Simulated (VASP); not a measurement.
# MnF2 (P4_2/mnm) in VASP: single point with PBEsol+U

Aim: the single point of MnF2 with PBEsol+U.

All numbers are computed with VASP 6.6.1; they aren't measurements. Logs are shortened: lines on timing, memory, paths and dates and some standing lists are left out, and cuts for length are marked.

**1. The cell of the first run**

The structure is tetragonal, space group P4_2/mnm (No. 136). Conventional cell: a = 4.873 Å, b = 4.873 Å, c = 3.310 Å, α = 90.00°, β = 90.00°, γ = 90.00°. Mn (site symmetry mmm) has 6 F at 2.10 to 2.13 Å within 2.8 Å. F (site symmetry m2m) has 3 Mn at 2.10 to 2.13 Å and 1 F at 2.69 Å within 2.8 Å.

**2. Single point, PBEsol+U**

File INCAR:

```
  PREC = Accurate
  ENCUT = 520
  EDIFF = 1E-6
  ISMEAR = 0
  SIGMA = 0.05
  LREAL = False
  LASPH = True
  NELM = 150
  ALGO = Normal
  ISIF = 2
  LWAVE = False
  LCHARG = False
  LMAXMIX = 4
  LDAU = True
  LDAUTYPE = 2
  LDAUL = 2 -1
  LDAUU = 3 0
  LDAUJ = 0 0
  LDAUPRINT = 1
  GGA = PS
  NBANDS = 36
```

File KPOINTS:

```
regular mesh
0
Gamma
  4 4 6
```

File POSCAR:

```
MnF2
1.0
    4.8733996600      0.0000000000      0.0000000000
    0.0000000000      4.8733996600      0.0000000000
    0.0000000000      0.0000000000      3.3098997700
Mn F
2 4
Direct
    0.0000000000      0.0000000000      0.0000000000
    0.5000000000      0.5000000000      0.5000000000
    0.3050000000      0.3050000000      0.0000000000
    0.1950000000      0.8050000000      0.5000000000
    0.6950000000      0.6950000000      0.0000000000
    0.8050000000      0.1950000000      0.5000000000
```

Potentials or basis: VASP PAW PBE potentials, release 64 (Mn_pv, F).

Started as:

```bash
$ cat potpaw_PBE.64/Mn_pv/POTCAR potpaw_PBE.64/F/POTCAR > POTCAR
$ mpirun -np 1 vasp_std > vasp.out
```

OUTCAR:

```text
PREC = Accurate
   ENCUT = 520
   EDIFF = 1E-6
   ISMEAR = 0
   LREAL = False
   LASPH = True
   NELM = 150
   ISIF = 2
   GGA = PS

 ion  position               nearest neighbor table
   1  0.000  0.000  0.000-   3 2.10   5 2.10   4 2.13   6 2.13   4 2.13   6 2.13
   2  0.500  0.500  0.500-   4 2.10   6 2.10   5 2.13   3 2.13   3 2.13   5 2.13
   3  0.305  0.305  0.000-   1 2.10   2 2.13   2 2.13
   4  0.195  0.805  0.500-   2 2.10   1 2.13   1 2.13
   5  0.695  0.695  0.000-   1 2.10   2 2.13   2 2.13
   6  0.805  0.195  0.500-   2 2.10   1 2.13   1 2.13

  LATTYP: Found a simple tetragonal cell.
 ALAT       =     4.8733996600
 C/A-ratio  =     0.6791767556

  Lattice vectors:

 A1 = (   4.8733996600,   0.0000000000,   0.0000000000)
 A2 = (   0.0000000000,   4.8733996600,   0.0000000000)
 A3 = (   0.0000000000,   0.0000000000,   3.3098997700)

Analysis of symmetry for initial positions (statically):
=====================================================================
 Subroutine PRICEL returns:
 Original cell was already a primitive cell.

 Routine SETGRP: Setting up the symmetry group for a
 simple tetragonal supercell.

 Subroutine GETGRP returns: Found 16 space group operations
 (whereof  8 operations were pure point group operations)
 out of a pool of 16 trial point group operations.

The static configuration has the point symmetry D_2h.
 The point group associated with its full space group is D_4h.

Analysis of symmetry for dynamics (positions and initial velocities):
=====================================================================
 Subroutine PRICEL returns:
 Original cell was already a primitive cell.

 Routine SETGRP: Setting up the symmetry group for a
 simple tetragonal supercell.

 Subroutine GETGRP returns: Found 16 space group operations
 (whereof  8 operations were pure point group operations)
 out of a pool of 16 trial point group operations.

The dynamic configuration has the point symmetry D_2h.
 The point group associated with its full space group is D_4h.

 Subroutine INISYM returns: Found 16 space group operations
 (whereof  8 operations are pure point group operations),
 and found     1 'primitive' translations

----------------------------------------------------------------------------------------

                                     Primitive cell

  volume of cell :      78.6102

  direct lattice vectors                    reciprocal lattice vectors
     4.873399660  0.000000000  0.000000000     0.205195566  0.000000000  0.000000000
     0.000000000  4.873399660  0.000000000     0.000000000  0.205195566  0.000000000
     0.000000000  0.000000000  3.309899770     0.000000000  0.000000000  0.302123952

  length of vectors
     4.873399660  4.873399660  3.309899770     0.205195566  0.205195566  0.302123952

  position of ions in fractional coordinates (direct lattice)
     0.000000000  0.000000000  0.000000000
     0.500000000  0.500000000  0.500000000
     0.305000000  0.305000000  0.000000000
     0.195000000  0.805000000  0.500000000
     0.695000000  0.695000000  0.000000000
     0.805000000  0.195000000  0.500000000

  ion indices of the primitive-cell ions
   primitive index   ion index
                 1           1
                 2           2
                 3           3
                 4           4
                 5           5
                 6           6

----------------------------------------------------------------------------------------

 KPOINTS: regular mesh

Automatic generation of k-mesh.
 Grid dimensions read from file:
 generate k-points for:    4    4    6

 Generating k-lattice:

  Cartesian coordinates                     Fractional coordinates (reciprocal lattice)
     0.051298891  0.000000000  0.000000000     0.250000000  0.000000000  0.000000000
     0.000000000  0.051298891  0.000000000     0.000000000  0.250000000  0.000000000
     0.000000000  0.000000000  0.050353992     0.000000000  0.000000000  0.166666667

  Length of vectors
     0.051298891  0.051298891  0.050353992
[... 56 lines left out ...]
   NSW    =      0    number of steps for IOM
   IBRION =     -1    ionic relax: 0-MD 1-quasi-New 2-CG
   NFREE  =      0    steps in history (QN), initial steepest desc. (CG)
   ISIF   =      2    stress and relaxation
   ISYM   =      2    0-nonsym 1-usesym 2-fastsym
   POTIM  = 0.5000    time-step for ionic-motion
   TEBEG  =    0.0;   TEEND  =   0.0 temperature during run
   PSTRESS=    0.0 pullay stress
   NELECT =      54.0000    total number of electrons
   NUPDOWN=      -1.0000    fix difference up-down
   EMIN   =  10.00;   EMAX   =-10.00  energy-range for DOS
   EFERMI =   0.00;   METHOD = LEGACY
   ISMEAR =     0;   SIGMA  =   0.05  broadening in eV -4-tet -1-fermi 0-gaus
   EFERMI_NEDOS =   21; number of points for ismear=-14 and -15
   IALGO  =     38    algorithm
   IMIX   =      4    mixing-type and parameters
     AMIX     =   0.40;   BMIX     =  1.00
     AMIX_MAG =   1.60;   BMIX_MAG =  1.00
  volume/ion in A,a.u.               =      13.10        88.41
  Fermi-wavevector in a.u.,A,eV,Ry     =   1.444485  2.729681 28.389069  2.086538
  Thomas-Fermi vector in A             =   2.562775
   LORBIT       =      0    0 simple, 1 ext, 2 COOP (PROOUT), +10 PAW based schemes
 LDA+U is selected, type is set to LDAUTYPE =  2
   angular momentum for each species LDAUL =     2   -1
   U (eV)           for each species LDAUU =   3.0  0.0
   J (eV)           for each species LDAUJ =   0.0  0.0
   GGA     = PS    functional components
   LHFCALC =     F    Hartree Fock is set to
   AEXX    =    0.0000 exact exchange contribution
   IVDW    =     0    specifies the selected vdW correction
   LEPSILON=     F    determine dielectric tensor
   LRPA    =     F    only Hartree local field effects (RPA)
 non-spin polarized calculation
 Gauss-broadening in eV      SIGMA  =   0.05
  energy-cutoff  :      520.00
  volume of cell :       78.61
 maximum number of plane-waves:      2144
   NGX = 19   NGY = 19   NGZ = 13

atom =   1  type =  1  l = 2

 onsite density matrix

spin component  1

  0.4621  0.0000  0.4098  0.0000  0.0000
  0.0000  0.5057  0.0000  0.4198  0.0000
  0.4098  0.0000  0.5607  0.0000  0.0000
  0.0000  0.4198  0.0000  0.5057  0.0000
  0.0000  0.0000  0.0000  0.0000  0.4910

spin component  2

  0.4621  0.0000  0.4098  0.0000  0.0000
  0.0000  0.5057  0.0000  0.4198  0.0000
  0.4098  0.0000  0.5607  0.0000  0.0000
  0.0000  0.4198  0.0000  0.5057  0.0000
  0.0000  0.0000  0.0000  0.0000  0.4910

 occupancies and eigenvectors

  o =  0.0859  v =  0.0000  0.7071  0.0000 -0.7071  0.0000  0.0000  0.0000  0.0000  0.0000  0.0000      0.0000  0.0000  0.0000  0.0000  0.0000  0.0000  0.0000  0.0000  0.0000  0.0000
  o =  0.0859  v =  0.0000  0.0000  0.0000  0.0000  0.0000  0.0000  0.7071  0.0000 -0.7071  0.0000      0.0000  0.0000  0.0000  0.0000  0.0000  0.0000  0.0000  0.0000  0.0000  0.0000
  o =  0.0987  v =  0.0000  0.0000  0.0000  0.0000  0.0000 -0.7481  0.0000  0.6635  0.0000  0.0000      0.0000  0.0000  0.0000  0.0000  0.0000  0.0000  0.0000  0.0000  0.0000  0.0000
  o =  0.0987  v = -0.7481  0.0000  0.6635  0.0000  0.0000  0.0000  0.0000  0.0000  0.0000  0.0000      0.0000  0.0000  0.0000  0.0000  0.0000  0.0000  0.0000  0.0000  0.0000  0.0000
  o =  0.4910  v =  0.0000 -0.0000 -0.0000  0.0000  1.0000  0.0000  0.0000  0.0000  0.0000  0.0000      0.0000  0.0000  0.0000  0.0000  0.0000  0.0000  0.0000  0.0000  0.0000  0.0000
  o =  0.4910  v =  0.0000  0.0000  0.0000  0.0000  0.0000  0.0000 -0.0000 -0.0000  0.0000  1.0000      0.0000  0.0000  0.0000  0.0000  0.0000  0.0000  0.0000  0.0000  0.0000  0.0000
  o =  0.9241  v = -0.6635  0.0000 -0.7481  0.0000 -0.0000  0.0000  0.0000  0.0000  0.0000  0.0000      0.0000  0.0000  0.0000  0.0000  0.0000  0.0000  0.0000  0.0000  0.0000  0.0000
  o =  0.9241  v =  0.0000  0.0000  0.0000  0.0000  0.0000 -0.6635  0.0000 -0.7481  0.0000 -0.0000      0.0000  0.0000  0.0000  0.0000  0.0000  0.0000  0.0000  0.0000  0.0000  0.0000
  o =  0.9256  v =  0.0000  0.0000  0.0000  0.0000  0.0000  0.0000 -0.7071  0.0000 -0.7071 -0.0000      0.0000  0.0000  0.0000  0.0000  0.0000  0.0000  0.0000  0.0000  0.0000  0.0000
  o =  0.9256  v =  0.0000 -0.7071  0.0000 -0.7071 -0.0000  0.0000  0.0000  0.0000  0.0000  0.0000      0.0000  0.0000  0.0000  0.0000  0.0000  0.0000  0.0000  0.0000  0.0000  0.0000

atom =   2  type =  1  l = 2

 onsite density matrix

spin component  1

  0.4621  0.0000 -0.4098  0.0000  0.0000
  0.0000  0.5057  0.0000 -0.4198  0.0000
 -0.4098  0.0000  0.5607  0.0000  0.0000
  0.0000 -0.4198  0.0000  0.5057  0.0000
  0.0000  0.0000  0.0000  0.0000  0.4910

spin component  2

  0.4621  0.0000 -0.4098  0.0000  0.0000
  0.0000  0.5057  0.0000 -0.4198  0.0000
 -0.4098  0.0000  0.5607  0.0000  0.0000
  0.0000 -0.4198  0.0000  0.5057  0.0000
  0.0000  0.0000  0.0000  0.0000  0.4910

 occupancies and eigenvectors

  o =  0.0859  v =  0.0000 -0.7071  0.0000 -0.7071  0.0000  0.0000  0.0000  0.0000  0.0000  0.0000      0.0000  0.0000  0.0000  0.0000  0.0000  0.0000  0.0000  0.0000  0.0000  0.0000
  o =  0.0859  v =  0.0000  0.0000  0.0000  0.0000  0.0000  0.0000 -0.7071  0.0000 -0.7071  0.0000      0.0000  0.0000  0.0000  0.0000  0.0000  0.0000  0.0000  0.0000  0.0000  0.0000
  o =  0.0987  v =  0.0000  0.0000  0.0000  0.0000  0.0000 -0.7481  0.0000 -0.6635  0.0000  0.0000      0.0000  0.0000  0.0000  0.0000  0.0000  0.0000  0.0000  0.0000  0.0000  0.0000
  o =  0.0987  v = -0.7481  0.0000 -0.6635  0.0000  0.0000  0.0000  0.0000  0.0000  0.0000  0.0000      0.0000  0.0000  0.0000  0.0000  0.0000  0.0000  0.0000  0.0000  0.0000  0.0000
  o =  0.4910  v =  0.0000 -0.0000 -0.0000 -0.0000 -1.0000  0.0000  0.0000  0.0000  0.0000  0.0000      0.0000  0.0000  0.0000  0.0000  0.0000  0.0000  0.0000  0.0000  0.0000  0.0000
  o =  0.4910  v =  0.0000  0.0000  0.0000  0.0000  0.0000  0.0000 -0.0000 -0.0000 -0.0000 -1.0000      0.0000  0.0000  0.0000  0.0000  0.0000  0.0000  0.0000  0.0000  0.0000  0.0000
  o =  0.9241  v = -0.6635  0.0000  0.7481  0.0000 -0.0000  0.0000  0.0000  0.0000  0.0000  0.0000      0.0000  0.0000  0.0000  0.0000  0.0000  0.0000  0.0000  0.0000  0.0000  0.0000
  o =  0.9241  v =  0.0000  0.0000  0.0000  0.0000  0.0000 -0.6635  0.0000  0.7481  0.0000 -0.0000      0.0000  0.0000  0.0000  0.0000  0.0000  0.0000  0.0000  0.0000  0.0000  0.0000
  o =  0.9256  v =  0.0000  0.0000  0.0000  0.0000  0.0000  0.0000  0.7071  0.0000 -0.7071  0.0000      0.0000  0.0000  0.0000  0.0000  0.0000  0.0000  0.0000  0.0000  0.0000  0.0000
  o =  0.9256  v =  0.0000  0.7071  0.0000 -0.7071  0.0000  0.0000  0.0000  0.0000  0.0000  0.0000      0.0000  0.0000  0.0000  0.0000  0.0000  0.0000  0.0000  0.0000  0.0000  0.0000

 number of electron      54.0000035 magnetization

 Free energy of the ion-electron system (eV)
  ---------------------------------------------------
  ext. energy  EPLUGINS =         0.00000000
  ---------------------------------------------------
  free energy    TOTEN  =       -30.70460874 eV

  energy without entropy =      -30.69336400  energy(sigma->0) =      -30.69898637

 E-fermi :   2.7457     XC(G=0): -10.0983

 val. band max:        2.7416694101   @ k =   0.5000   0.0000   0.3333
 cond. band min:       2.8104979752   @ k =   0.2500   0.2500   0.3333
 fundamental gap:      0.0688285651
 Fermi energy:         2.7457046240

 k-point     1 :       0.0000    0.0000    0.0000
  band No.  band energies     occupation
      1     -45.0874      2.00000
      2     -45.0874      2.00000
      3     -44.7992      2.00000
      4     -44.7992      2.00000
      5     -44.6062      2.00000
      6     -44.6040      2.00000
[... 925 lines left out ...]
     35      11.2282      0.00000
     36      11.2282      0.00000

------------------------ aborting loop because EDIFF is reached ----------------------------------------

  FORCE on cell =-STRESS in cart. coord.  units (eV):
  Direction    XX          YY          ZZ          XY          YZ          ZX
  --------------------------------------------------------------------------------------
  -------------------------------------------------------------------------------------
  Total       -7.9097134     -7.9097134     -9.7364743      0.0000000      0.0000000      0.0000000
  in kB     -161.2101669   -161.2101669   -198.4419136      0.0000000      0.0000000      0.0000000
  external PRESSURE =    -173.6207491 kB  Pullay stress =       0.0000000 kB

 VOLUME and BASIS-vectors are now :
 -----------------------------------------------------------------------------
  energy-cutoff  :      520.00
  volume of cell :       78.61
      direct lattice vectors                 reciprocal lattice vectors
     4.873399660  0.000000000  0.000000000     0.205195566  0.000000000  0.000000000
     0.000000000  4.873399660  0.000000000     0.000000000  0.205195566  0.000000000
     0.000000000  0.000000000  3.309899770     0.000000000  0.000000000  0.302123952

 POSITION                                       TOTAL-FORCE (eV/Angst)
 -----------------------------------------------------------------------------------
      0.00000      0.00000      0.00000         0.000000      0.000000      0.000000
      2.43670      2.43670      1.65495         0.000000      0.000000      0.000000
      1.48639      1.48639      0.00000         0.081332      0.081332      0.000000
      0.95031      3.92309      1.65495        -0.081332      0.081332      0.000000
      3.38701      3.38701      0.00000        -0.081332     -0.081332      0.000000
      3.92309      0.95031      1.65495         0.081332     -0.081332      0.000000
 -----------------------------------------------------------------------------------
    total drift:                                0.000000      0.000000      0.000000

  FREE ENERGIE OF THE ION-ELECTRON SYSTEM (eV)
  ---------------------------------------------------
  free  energy   TOTEN  =       -30.7046087357 eV

  energy  without entropy=      -30.6933639976  energy(sigma->0) =      -30.69898637
```

Wall time 45 s (1 thread of Intel Xeon Platinum 8259CL at 2.50GHz (Skylake/Cascade Lake), shared host); peak memory 0.21 GiB.

Results:

```
Free energy            : -30.7046 eV
Pressure               : -17.4 GPa
Largest force          : 0.115 eV/Å
Band gap on the k mesh : zero (bands 27 and 28 overlap by 0.26 eV)
```

Forces in eV/Å, atoms in the order of the input:
```
Mn   0.000  0.000  0.000
Mn   0.000  0.000  0.000
F    0.081  0.081  0.000
F   -0.081  0.081  0.000
F   -0.081 -0.081  0.000
F    0.081 -0.081  0.000
```

Stress tensor (GPa, compression positive):
```
-16.12   0.00   0.00
  0.00 -16.12   0.00
  0.00   0.00 -19.84
```

Levels at points of the mesh, in eV from the Fermi level:
```csv
k point,band 24,band 25,band 26,band 27,band 28,band 29,band 30,band 31
"(0.00, 0.00, 0.00)",-1.05,-1.02,-1.02,-0.18,0.43,1.30,1.88,2.45
"(0.50, 0.00, 0.00)",-1.04,-0.97,-0.97,0.11,0.11,2.01,2.01,2.41
"(0.50, 0.50, 0.00)",-1.10,-1.01,-1.01,0.13,0.13,1.70,1.70,2.45
"(0.00, 0.00, 0.50)",-0.81,-0.77,-0.77,-0.07,-0.07,1.88,1.88,2.05
"(0.50, 0.00, 0.50)",-0.98,-0.77,-0.77,-0.04,-0.04,1.65,1.65,2.49
"(0.50, 0.50, 0.50)",-0.89,-0.77,-0.77,-0.13,-0.13,2.00,2.00,2.03
```

Eigenvalues of the final occupation matrices:
| site | spin | trace | eigenvalues |
| --- | --- | --- | --- |
| site 1 d | 1 | 2.53 | 0.09 0.10 0.49 0.92 0.93 |
| site 1 d | 2 | 2.53 | 0.09 0.10 0.49 0.92 0.93 |
| site 2 d | 1 | 2.53 | 0.09 0.10 0.49 0.92 0.93 |
| site 2 d | 2 | 2.53 | 0.09 0.10 0.49 0.92 0.93 |

Caveat: the cell stands under tension; the PAW data sets were made with another functional, which shifts forces and pressure a little; the run has no spin polarisation, though such a crystal can be magnetic; U without spin polarisation on a metal has little footing. Spin polarisation is off, so any magnetic state and its effect on volume and gap are missing.

The gap in the log of VASP goes by the Fermi energy; the results here count the filled bands.